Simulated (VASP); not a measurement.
Runs of VASP 6.6.1 on AlN. The structure is that of space group F-43m (No. 216), or close to it. The cells are those of the table. 

```tsv
task	cell	cutoff (eV)	gap on the mesh (eV)	pressure (GPa)
single point	a = 3.062 Å, angles 60.0°, 2 atoms	520	3.20	7.0
single point	a = 3.091 Å, angles 60.0°, 2 atoms	520	3.19	1.0
single point	a = 3.086 Å, angles 60.0°, 2 atoms	520	3.19	1.9
single point	a = 3.049 Å, angles 60.0°, 2 atoms	520	3.20	10.1
relaxation of cell and atoms	relaxed to 10 GPa from a = 3.095 Å, angles 60.0°, 2 atoms	600	3.20	10.0
relaxation of cell and atoms	relaxed to 2 GPa from a = 3.095 Å, angles 60.0°, 2 atoms	600	3.19	2.0
single point	a = 3.076 Å, angles 60.0°, 2 atoms	520	3.19	4.0
single point	a = 3.028 Å, angles 60.0°, 2 atoms	520	3.21	(a)
relaxation of cell and atoms	relaxed to 15 GPa from a = 3.095 Å, angles 60.0°, 2 atoms	600	3.21	15.0
relaxation of cell and atoms	relaxed to 4 GPa from a = 3.095 Å, angles 60.0°, 2 atoms	600	3.19	4.0
relaxation of cell and atoms	relaxed to 7 GPa from a = 3.095 Å, angles 60.0°, 2 atoms	600	3.20	7.0
relaxation of cell and atoms	relaxed to 1 GPa from a = 3.095 Å, angles 60.0°, 2 atoms	600	3.19	1.0
```

Alike in all rows: level PBEsol; potentials or basis VASP PAW PBE potentials, release 64 (Al, N); no spin polarisation; k mesh 10 × 10 × 10; smearing gaussian 0.01 eV.

Question: Fill in the values left out.

Answer: (a) 15.1.

Caveats: the PAW data sets were made with another functional, which shifts forces and pressure a little; the cell is relaxed towards a set pressure, so the enthalpy falls and the energy may rise (some runs).

A k mesh can miss the band edges.
